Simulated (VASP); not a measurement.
# C (P6_3/mmc) in VASP: a series of runs, part 2 of 3

VASP 6.6.1. Earlier steps stand in the parts before.

**3. Single point, PBE+D3(BJ) (strain -0.080 along x and y, +0.080 along z)**

File INCAR:

```
PREC     = Accurate       # precision mode
ENCUT    = 520            # plane-wave cutoff, eV
EDIFF    = 1E-6           # SCF threshold, eV
ISMEAR   = 0              # smearing method
SIGMA    = 0.15           # smearing width, eV
LREAL    = False          # projectors in reciprocal space
LASPH    = True           # aspherical terms in the spheres
NELM     = 60             # most SCF steps
ALGO     = Normal         # electronic algorithm
ISIF     = 2              # what is computed and relaxed
LWAVE    = False          # write WAVECAR
LCHARG   = False          # write CHGCAR
GGA      = PE             # functional
IVDW     = 12             # dispersion correction
NBANDS   = 16             # bands
```

File KPOINTS:

```
regular mesh
0
Gamma
  24 24 8
```

File POSCAR:

```
C
1.0
    2.2677812922      0.0000000000      0.0000000000
   -1.1338906461      1.9639562093      0.0000000000
    0.0000000000      0.0000000000      7.2775072412
C
4
Direct
    0.0000000000      0.0000000000      0.0025000000
    0.0000000000      0.0000000000      0.5025000000
    0.3333333333      0.6666666667      0.0025000000
    0.6666666667      0.3333333333      0.5025000000
```

Potentials or basis: VASP PAW PBE potentials, release 64 (C).

Launch:

```sh
cat potpaw_PBE.64/C/POTCAR > POTCAR
mpirun -np 1 vasp_std > vasp.out
```

OUTCAR:

```text
PREC = Accurate
   ENCUT = 520
   EDIFF = 1E-6
   ISMEAR = 0
   LREAL = False
   LASPH = True
   NELM = 60
   ISIF = 2
   GGA = PE
   IVDW = 12
 IVDW          = 12

 ion  position               nearest neighbor table
   1  0.000  0.000  0.002-   3 1.31   3 1.31   3 1.31
   2  0.000  0.000  0.502-   4 1.31   4 1.31   4 1.31
   3  0.333  0.667  0.002-   1 1.31   1 1.31   1 1.31
   4  0.667  0.333  0.502-   2 1.31   2 1.31   2 1.31

  LATTYP: Found a hexagonal cell.
 ALAT       =     2.2677812922
 C/A-ratio  =     3.2090869019
[... 658 lines left out ...]

  FORCE on cell =-STRESS in cart. coord.  units (eV):
  Direction    XX          YY          ZZ          XY          YZ          ZX
  --------------------------------------------------------------------------------------
  -------------------------------------------------------------------------------------
  Total      27.61191    27.61191    -0.41806    -0.00000     0.00000     0.00000
  in kB    1364.87036  1364.87036   -20.66512    -0.00000     0.00000     0.00000
  external pressure =      903.03 kB  Pullay stress =        0.00 kB

 VOLUME and BASIS-vectors are now :
 -----------------------------------------------------------------------------
  energy-cutoff  :      520.00
  volume of cell :       32.41
      direct lattice vectors                 reciprocal lattice vectors
     2.267781292  0.000000000  0.000000000     0.440959630  0.254588161  0.000000000
    -1.133890646  1.963956209  0.000000000     0.000000000  0.509176322  0.000000000
     0.000000000  0.000000000  7.277507241     0.000000000  0.000000000  0.137409688

 POSITION                                       TOTAL-FORCE (eV/Angst)
 -----------------------------------------------------------------------------------
      0.00000      0.00000      0.01819        -0.000000      0.000000     -0.000000
      0.00000      0.00000      3.65695         0.000000     -0.000000     -0.000000
     -0.00000      1.30930      0.01819        -0.000000      0.000000      0.000000
      1.13389      0.65465      3.65695         0.000000     -0.000000      0.000000
 -----------------------------------------------------------------------------------
    total drift:                                0.000000      0.000000     -0.000031

  FREE ENERGIE OF THE ION-ELECTRON SYSTEM (eV)
  ---------------------------------------------------
  free  energy   TOTEN  =       -35.1899676516 eV

  energy  without entropy=      -35.1892300157  energy(sigma->0) =      -35.18959883
```

stdout:

```text
POSCAR found type information on POSCAR C
 POSCAR found :  1 types and       4 ions
 scaLAPACK will be used
 LDA part: xc-table for (Slater+PW92), standard interpolation
 POSCAR, INCAR and KPOINTS ok, starting setup
 FFT: planning ... GRIDC
 FFT: planning ... GRID_SOFT
 FFT: planning ... GRID
 WAVECAR not read
 entering main loop
```

Wall time 57 s (1 thread of Intel Xeon 6975P-C (Granite Rapids), shared host); peak memory 0.24 GiB.

Results:

| Item | Value |
| --- | --- |
| Free energy | -35.1900 eV |
| Pressure | 90.3 GPa |
| Band gap on the k mesh | zero (band 8 reaches 5.53 eV, above the bottom of band 9 at 5.53 eV) |
| Dispersion energy per atom | -0.129 eV |

Stress tensor (GPa, compression positive):
```
136.49   0.00   0.00
  0.00 136.49   0.00
  0.00   0.00  -2.07
```

Caveat: the cell differs from its parent crystal (strain -0.080 along x and y, +0.080 along z).

**4. Single point, PBE+D3(BJ) (strain +0.000 along x and y, -0.080 along z)**

File INCAR:

```
SYSTEM = C
ALGO = Normal
EDIFF = 1E-6
ENCUT = 520
GGA = PE
ISIF = 2
ISMEAR = 0
IVDW = 12
LASPH = .True.
LCHARG = .False.
LREAL = .False.
LWAVE = .False.
NBANDS = 16
NELM = 60
PREC = Accurate
SIGMA = 0.15
```

File KPOINTS:

```
k-points
0
Gamma
  24 24 8
  0 0 0
```

File POSCAR:

```
C
1.0
    2.4649796655      0.0000000000      0.0000000000
   -1.2324898327      2.1347350101      0.0000000000
    0.0000000000      0.0000000000      6.1993580202
C
4
Direct
    0.0000000000      0.0000000000      0.0025000000
    0.0000000000      0.0000000000      0.5025000000
    0.3333333333      0.6666666667      0.0025000000
    0.6666666667      0.3333333333      0.5025000000
```

Potentials or basis: VASP PAW PBE potentials, release 64 (C).

Launch:

```sh
cat potpaw_PBE.64/C/POTCAR > POTCAR
mpirun -np 1 vasp_std > vasp.out
```

OUTCAR:

```text
SYSTEM = C
   EDIFF = 1E-6
   ENCUT = 520
   GGA = PE
   ISIF = 2
   ISMEAR = 0
   IVDW = 12
   LASPH = .True.
   LREAL = .False.
   NELM = 60
   PREC = Accurate
 IVDW          = 12

 ion  position               nearest neighbor table
   1  0.000  0.000  0.002-   3 1.42   3 1.42   3 1.42
   2  0.000  0.000  0.502-   4 1.42   4 1.42   4 1.42
   3  0.333  0.667  0.002-   1 1.42   1 1.42   1 1.42
   4  0.667  0.333  0.502-   2 1.42   2 1.42   2 1.42

  LATTYP: Found a hexagonal cell.
[... 657 lines left out ...]

 E8    (eV) :    -0.1963

  FORCE on cell =-STRESS in cart. coord.  units (eV):
  Direction    XX          YY          ZZ          XY          YZ          ZX
  --------------------------------------------------------------------------------------
  -------------------------------------------------------------------------------------
  Total       0.09288     0.09288     0.92389     0.00000    -0.00000     0.00000
  in kB       4.56176     4.56176    45.37583     0.00000    -0.00000     0.00000
  external pressure =       18.17 kB  Pullay stress =        0.00 kB

 VOLUME and BASIS-vectors are now :
 -----------------------------------------------------------------------------
  energy-cutoff  :      520.00
  volume of cell :       32.62
      direct lattice vectors                 reciprocal lattice vectors
     2.464979666  0.000000000  0.000000000     0.405682860  0.234221108  0.000000000
    -1.232489833  2.134735010  0.000000000     0.000000000  0.468442217  0.000000000
     0.000000000  0.000000000  6.199358020     0.000000000  0.000000000  0.161307025

 POSITION                                       TOTAL-FORCE (eV/Angst)
 -----------------------------------------------------------------------------------
      0.00000      0.00000      0.01550         0.000000      0.000000      0.000000
      0.00000      0.00000      3.11518         0.000000     -0.000000     -0.000000
     -0.00000      1.42316      0.01550        -0.000000      0.000000     -0.000000
      1.23249      0.71158      3.11518         0.000000     -0.000000      0.000000
 -----------------------------------------------------------------------------------
    total drift:                               -0.000000     -0.000000      0.000032

  FREE ENERGIE OF THE ION-ELECTRON SYSTEM (eV)
  ---------------------------------------------------
  free  energy   TOTEN  =       -37.4352086322 eV

  energy  without entropy=      -37.4345400047  energy(sigma->0) =      -37.43487432
```

stdout:

```text
POSCAR found type information on POSCAR C
 POSCAR found :  1 types and       4 ions
 scaLAPACK will be used
 LDA part: xc-table for (Slater+PW92), standard interpolation
 POSCAR, INCAR and KPOINTS ok, starting setup
 FFT: planning ... GRIDC
 FFT: planning ... GRID_SOFT
 FFT: planning ... GRID
 WAVECAR not read
 entering main loop
```

Run time: 45 s. Hardware: 1 thread of Intel Xeon 6975P-C (Granite Rapids), shared host; peak memory 0.23 GiB.

Results:

| Property | Result |
| --- | --- |
| Free energy | -37.4352 eV |
| Pressure | 1.8 GPa |
| Band gap on the k mesh | zero (band 8 reaches 5.41 eV, above the bottom of band 9 at 5.34 eV) |
| Dispersion energy per atom | -0.171 eV |

Stress tensor (GPa, compression positive):
```
0.46 0.00 0.00
0.00 0.46 0.00
0.00 0.00 4.54
```

Levels at points of the mesh, in eV from the Fermi level:
```
           k point  band 4  band 5  band 6  band 7  band 8  band 9  band 10  band 11  band 12  band 13
(0.00, 0.00, 0.00)   -5.99   -2.99   -2.99   -2.95   -2.95    5.11     8.33     8.33     8.44     8.44
(0.50, 0.00, 0.00)  -13.08   -6.41   -6.29   -3.00   -1.99    1.62     2.47     7.09     7.78    11.79
(0.00, 0.00, 0.50)   -7.59   -2.97   -2.97   -2.97   -2.97    8.38     8.38     8.38     8.38     8.43
(0.50, 0.00, 0.50)  -13.19   -6.35   -6.35   -2.34   -2.34    1.66     1.66     7.43     7.43    13.16
```

Caveat: the cell differs from its parent crystal (strain +0.000 along x and y, -0.080 along z).

[end of part 2 of 3]
